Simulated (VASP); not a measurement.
# CdS (I4/mmm) in VASP: single point with r2SCAN

Aim: the single point of CdS with r2SCAN.

All numbers are computed with VASP 6.6.1; they aren't measurements. Logs are shortened: lines on timing, memory, paths and dates and some standing lists are left out, and cuts for length are marked.

## Step 1: The cell of the first run

It takes space group I4/mmm (No. 139, tetragonal). Conventional cell: a = 3.925 Å, b = 3.925 Å, c = 5.454 Å, α = 90.00°, β = 90.00°, γ = 90.00°. Cd (site symmetry 4/mmm) has 6 S at 2.73 to 2.78 Å within 3.6 Å. S (site symmetry 4/mmm) has 6 Cd at 2.73 to 2.78 Å within 3.6 Å.

## Step 2: Single point, r2SCAN (biaxial xy strain +1.8%)

Contents of POSCAR:

```
CdS
1.0
    0.0000000000      2.7755858444      2.7267765442
    2.7755858444      0.0000000000      2.7267765442
    2.7755858444      2.7755858444      0.0000000000
Cd S
1 1
Direct
    0.0000000000      0.0000000000      0.0000000000
    0.5000000000      0.5000000000      0.5000000000
```

Contents of INCAR.step1:

```
PREC     = Accurate       # precision mode
ENCUT    = 520            # plane-wave cutoff, eV
ISMEAR   = 0              # smearing method
SIGMA    = 0.01           # smearing width, eV
LREAL    = F              # projectors in reciprocal space
LASPH    = T              # aspherical terms in the spheres
NELM     = 60             # most SCF steps
NBANDS   = 16             # bands
GGA      = PE             # functional
ALGO     = Normal         # electronic algorithm
EDIFF    = 1E-4           # SCF threshold, eV
LWAVE    = T              # write WAVECAR
LCHARG   = F              # write CHGCAR
```

Contents of INCAR.step2:

```
PREC     = Accurate       # precision mode
ENCUT    = 520            # plane-wave cutoff, eV
EDIFF    = 1E-6           # SCF threshold, eV
ISMEAR   = 0              # smearing method
SIGMA    = 0.01           # smearing width, eV
LREAL    = F              # projectors in reciprocal space
LASPH    = T              # aspherical terms in the spheres
NELM     = 60             # most SCF steps
ALGO     = Normal         # electronic algorithm
ISIF     = 2              # what is computed and relaxed
LWAVE    = F              # write WAVECAR
LCHARG   = F              # write CHGCAR
METAGGA  = R2SCAN         # meta-GGA
LMIXTAU  = T            
NBANDS   = 16             # bands
ISTART   = 1
```

Contents of KPOINTS:

```
Automatic mesh
0
Gamma
  8 8 8
```

Potentials or basis: VASP PAW PBE potentials, release 64 (Cd, S).

Launch:

```
cat potpaw_PBE.64/Cd/POTCAR potpaw_PBE.64/S/POTCAR > POTCAR
cp INCAR.step1 INCAR
mpirun -np 1 vasp_std > vasp.out
cp INCAR.step2 INCAR
mpirun -np 1 vasp_std > vasp.out
```

OUTCAR:

```text
PREC = Accurate
   ENCUT = 520
   EDIFF = 1E-6
   ISMEAR = 0
   LREAL = F
   LASPH = T
   NELM = 60
   ISIF = 2
   METAGGA = R2SCAN
   ISTART = 1

 ion  position               nearest neighbor table
   1  0.000  0.000  0.000-   2 2.73   2 2.73   2 2.78   2 2.78   2 2.78   2 2.78
   2  0.500  0.500  0.500-   1 2.73   1 2.73   1 2.78   1 2.78   1 2.78   1 2.78

  LATTYP: Found a body centered tetragonal cell.
 ALAT       =     3.9252711447
 C/A-ratio  =     1.3893442994

  Lattice vectors:

 A1 = (   0.0000000000,  -2.7755858444,  -2.7267765442)
 A2 = (   0.0000000000,   2.7755858444,  -2.7267765442)
 A3 = (   2.7755858444,   0.0000000000,   2.7267765442)

Analysis of symmetry for initial positions (statically):
=====================================================================
 Subroutine PRICEL returns:
 Original cell was already a primitive cell.

 Routine SETGRP: Setting up the symmetry group for a
 body centered tetragonal supercell.

 Subroutine GETGRP returns: Found 16 space group operations
 (whereof 16 operations were pure point group operations)
 out of a pool of 16 trial point group operations.

The static configuration has the point symmetry D_4h.

Analysis of symmetry for dynamics (positions and initial velocities):
=====================================================================
 Subroutine PRICEL returns:
 Original cell was already a primitive cell.

 Routine SETGRP: Setting up the symmetry group for a
 body centered tetragonal supercell.

 Subroutine GETGRP returns: Found 16 space group operations
 (whereof 16 operations were pure point group operations)
 out of a pool of 16 trial point group operations.

The dynamic configuration has the point symmetry D_4h.

 Subroutine INISYM returns: Found 16 space group operations
 (whereof 16 operations are pure point group operations),
 and found     1 'primitive' translations

----------------------------------------------------------------------------------------

                                     Primitive cell

  volume of cell :      42.0135

  direct lattice vectors                    reciprocal lattice vectors
     0.000000000  2.775585844  2.726776544    -0.180142149  0.180142149  0.183366694
     2.775585844  0.000000000  2.726776544     0.180142149 -0.180142149  0.183366694
     2.775585844  2.775585844  0.000000000     0.180142149  0.180142149 -0.183366694

  length of vectors
[... 70 lines left out ...]
   NGX,Y,Z   is equivalent  to a cutoff of  12.82, 12.82, 12.71 a.u.
   NGXF,Y,Z  is equivalent  to a cutoff of  25.64, 25.64, 25.41 a.u.
 SYSTEM =  unknown system
   PREC   = accura    normal or accurate (medium, high low for compatibility)
   ISTART =      1    job   : 0-new  1-cont  2-samecut
   ICHARG =      0    charge: 1-file 2-atom 10-const
   ISPIN  =      1    spin polarized calculation?
   LNONCOLLINEAR =      F non collinear calculations
   LSORBIT =      F    spin-orbit coupling
   LASPH  =      T    aspherical Exc in radial PAW
   ENCUT  =  520.0 eV  38.22 Ry    6.18 a.u.   7.23  7.23  7.30*2*pi/ulx,y,z
   NELM   =     60;   NELMIN=  2; NELMDL=  0     # of ELM steps
   EDIFF  = 0.1E-05   stopping-criterion for ELM
   LREAL  =      F    real-space projection
[... 7 lines left out ...]
   TEBEG  =    0.0;   TEEND  =   0.0 temperature during run
   PSTRESS=    0.0 pullay stress
   NELECT =      18.0000    total number of electrons
   NUPDOWN=      -1.0000    fix difference up-down
   EMIN   =  10.00;   EMAX   =-10.00  energy-range for DOS
   EFERMI =   0.00;   METHOD = LEGACY
   ISMEAR =     0;   SIGMA  =   0.01  broadening in eV -4-tet -1-fermi 0-gaus
   EFERMI_NEDOS =   21; number of points for ismear=-14 and -15
   IALGO  =     38    algorithm
   IMIX   =      4    mixing-type and parameters
     AMIX     =   0.40;   BMIX     =  1.00
     AMIX_MAG =   1.60;   BMIX_MAG =  1.00
  volume/ion in A,a.u.               =      21.01       141.76
  Fermi-wavevector in a.u.,A,eV,Ry     =   1.234154  2.332213 20.723527  1.523136
  Thomas-Fermi vector in A             =   2.368856
   LORBIT       =      0    0 simple, 1 ext, 2 COOP (PROOUT), +10 PAW based schemes
   METAGGA = R2SCAN    functional components
   LHFCALC =     F    Hartree Fock is set to
   AEXX    =    0.0000 exact exchange contribution
   IVDW    =     0    specifies the selected vdW correction
   LEPSILON=     F    determine dielectric tensor
   LRPA    =     F    only Hartree local field effects (RPA)
 non-spin polarized calculation
 Gauss-broadening in eV      SIGMA  =   0.01
  energy-cutoff  :      520.00
  volume of cell :       42.01
 maximum number of plane-waves:      1152
 NGX is ok and might be reduce to    30
   NGX = 15   NGY = 15   NGZ = 15

 number of electron      18.0000004 magnetization

 Free energy of the ion-electron system (eV)
  ---------------------------------------------------
  ext. energy  EPLUGINS =         0.00000000
  ---------------------------------------------------
  free energy    TOTEN  =       -29.51407414 eV

  energy without entropy =      -29.51407414  energy(sigma->0) =      -29.51407414

 E-fermi :   2.4964     XC(G=0): -10.8158

 val. band max:        2.4451239985   @ k =   0.5000   0.0000   0.0000
 cond. band min:       3.0826066797   @ k =   0.5000   0.5000   0.0000
 fundamental gap:      0.6374826812
 Fermi energy:         2.4964355692

 k-point     1 :       0.0000    0.0000    0.0000
  band No.  band energies     occupation
      1     -10.6885      2.00000
      2      -5.3973      2.00000
      3      -5.3973      2.00000
      4      -5.3900      2.00000
      5      -5.3890      2.00000
      6      -5.3783      2.00000
[... 433 lines left out ...]
      3      -5.5448      2.00000
      4      -5.4821      2.00000
      5      -5.2577      2.00000
      6      -5.2249      2.00000
[... 8 lines left out ...]
     15      15.6166      0.00000
     16      15.7674      0.00000

 [... further k-points ...]
[... 5 lines left out ...]
  --------------------------------------------------------------------------------------
  -------------------------------------------------------------------------------------
  Total       -0.6944366     -0.6944366     -0.3795642      0.0000000      0.0000000      0.0000000
  in kB      -26.4822156    -26.4822156    -14.4746144      0.0000000      0.0000000      0.0000000
  external PRESSURE =     -22.4796819 kB  Pullay stress =       0.0000000 kB

 VOLUME and BASIS-vectors are now :
 -----------------------------------------------------------------------------
  energy-cutoff  :      520.00
  volume of cell :       42.01
      direct lattice vectors                 reciprocal lattice vectors
     0.000000000  2.775585844  2.726776544    -0.180142149  0.180142149  0.183366694
     2.775585844  0.000000000  2.726776544     0.180142149 -0.180142149  0.183366694
     2.775585844  2.775585844  0.000000000     0.180142149  0.180142149 -0.183366694

 POSITION                                       TOTAL-FORCE (eV/Angst)
 -----------------------------------------------------------------------------------
      0.00000      0.00000      0.00000         0.000000     -0.000000      0.000000
      2.77559      2.77559      2.72678        -0.000000      0.000000     -0.000000
 -----------------------------------------------------------------------------------
    total drift:                               -0.000000      0.000000      0.000000

  FREE ENERGIE OF THE ION-ELECTRON SYSTEM (eV)
  ---------------------------------------------------
  free  energy   TOTEN  =       -29.5140741411 eV

  energy  without entropy=      -29.5140741411  energy(sigma->0) =      -29.51407414
```

OUTCAR.step1:

```text
PREC = Accurate
   ENCUT = 520
   ISMEAR = 0
   LREAL = F
   LASPH = T
[... 678 lines left out ...]
 -----------------------------------------------------------------------------------
      0.00000      0.00000      0.00000        -0.000000     -0.000000      0.000000
      2.77559      2.77559      2.72678         0.000000      0.000000     -0.000000
 -----------------------------------------------------------------------------------
    total drift:                               -0.000000      0.000000      0.000000

  FREE ENERGIE OF THE ION-ELECTRON SYSTEM (eV)
  ---------------------------------------------------
  free  energy   TOTEN  =        -5.8742597360 eV

  energy  without entropy=       -5.8742597360  energy(sigma->0) =       -5.87425974
```

OSZICAR.step1:

```text
N       E                     dE             d eps       ncg     rms          rms(c)
DAV:   1     0.111152936014E+03    0.11115E+03   -0.93277E+03  1944   0.106E+03
DAV:   2    -0.256505445957E+01   -0.11372E+03   -0.10679E+03  2320   0.260E+02
DAV:   3    -0.644231252658E+01   -0.38773E+01   -0.38713E+01  2304   0.500E+01
DAV:   4    -0.646032420672E+01   -0.18012E-01   -0.18010E-01  2368   0.343E+00
DAV:   5    -0.646050026963E+01   -0.17606E-03   -0.17606E-03  2320   0.325E-01    0.706E+00
DAV:   6    -0.589999337375E+01    0.56051E+00   -0.88738E-01  2496   0.114E+01    0.600E+00
DAV:   7    -0.587545056354E+01    0.24543E-01   -0.16138E-01  2392   0.288E+00    0.315E+00
DAV:   8    -0.587436350147E+01    0.10871E-02   -0.16879E-02  2160   0.158E+00    0.273E-01
DAV:   9    -0.587420351909E+01    0.15998E-03   -0.13442E-03  2424   0.506E-01    0.588E-02
DAV:  10    -0.587425973603E+01   -0.56217E-04   -0.17716E-04  1880   0.132E-01
   1 F= -.58742597E+01 E0= -.58742597E+01  d E =-.114915E-22
```

Run time: 75 s. Hardware: 1 thread of Intel Xeon 6975P-C (Granite Rapids), shared host; peak memory 0.19 GiB.

Results:

```
Free energy            : -29.5141 eV
Pressure               : -2.2 GPa
Band gap on the k mesh : 0.64 eV, indirect (least direct gap 2.07 eV)
```

Caveat: the cell differs from its parent crystal (biaxial xy strain +1.8%); the PAW data sets were made with another functional, which shifts forces and pressure a little.
